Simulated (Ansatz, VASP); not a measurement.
**Two plane-wave programs on TaN**

```
Ta N
1.0
     5.12578    0.00000    0.00000
    -2.56289    4.43905    0.00000
     0.00000    0.00000    2.87166
Ta N
3 3
Direct
  0.33333 0.66667 0.50000
  0.66667 0.33333 0.50000
  0.00000 0.00000 0.00000
  0.39285 0.00000 0.00000
  0.60715 0.60715 0.00000
  0.00000 0.39285 0.00000
```

Change from the starting cell: volume scaled by 0.96, PAW files.

Alike in both runs: task electric field gradients; functional PBEsol; k mesh 6 × 6 × 9; occupations fermi-dirac, width 0.01 eV; no spin polarisation.

|  | VASP | Ansatz |
| --- | --- | --- |
| version | VASP 6.6.1 | Ansatz 0.2.0 |
| potentials or method | VASP PAW PBE potentials, release 64 (Ta_pv, N) | PAW with Ansatz's default frozen-core files, scalar-relativistic |
| plane-wave cutoff (eV) | 520 | 420 |
| valence electrons in the cell | 48 | 54 |

```tsv
	VASP	Ansatz	Ansatz less VASP
pressure (GPa)	11.5	10.4	-1.05
traceless stress, the component that is largest in VASP (GPa)	-0.44	-0.23	+0.211
rms of the force components (eV/Å)	0.089	0.083	-0.0051
size of Vzz on the site where it differs most (V/Å²)	197.7	157.1	-40.54
```

VASP's potentials were made for PBE, not for PBEsol. Atom by atom the forces differ by 0.005 eV/Å (rms over components). VASP's potentials hold 48 valence electrons a cell and Ansatz's 54, so a difference there can come from the potentials and not from the codes.

Spin-orbit coupling is off throughout.
